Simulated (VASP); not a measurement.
Here is a VASP 6.6.1 calculation.

INCAR

```
ALGO = Normal
EDIFF = 1E-6
ENCUT = 520
GGA = RP
GGA_COMPAT = F
ISIF = 2
ISMEAR = -1
IVDW = 12
LASPH = T
LCHARG = F
LORBIT = 11
LORBMOM = T
LREAL = F
LSORBIT = T
LWAVE = F
MAGMOM = 0.289 0.289 0.289
NBANDS = 25
NELM = 150
PREC = Accurate
SIGMA = 0.025
```

KPOINTS

```
k-points
0
Gamma
  7 7 7
```

The input POSCAR:

```
Pb
1.0
    0.0000000000      2.5235621278      2.5235621278
    2.5235621278      0.0000000000      2.5235621278
    2.5235621278      2.5235621278      0.0000000000
Pb
1
Direct
    0.0000000000      0.0000000000      0.0000000000
```

Potentials or basis: VASP PAW PBE potentials, release 64 (Pb_d).

Command:

```sh
$ cat potpaw_PBE.64/Pb_d/POTCAR > POTCAR
$ mpirun -np 1 vasp_ncl > vasp.out
```

Problem. Predict the pressure.

Solution. -16.9 GPa.

Problem. Predict the dispersion energy per atom.

Solution. -2.229 eV.

Problem. What does it give for the net moment?

Solution. 0.00 μB per cell.

Moments on the atoms (μB; x, y, z):
```
Pb  0.00 0.00 0.00
```

Caveat: the cell stands under tension; the dispersion term is far too large for a dense solid, which distorts pressure and volume; the PAW data sets were made with another functional, which shifts forces and pressure a little.
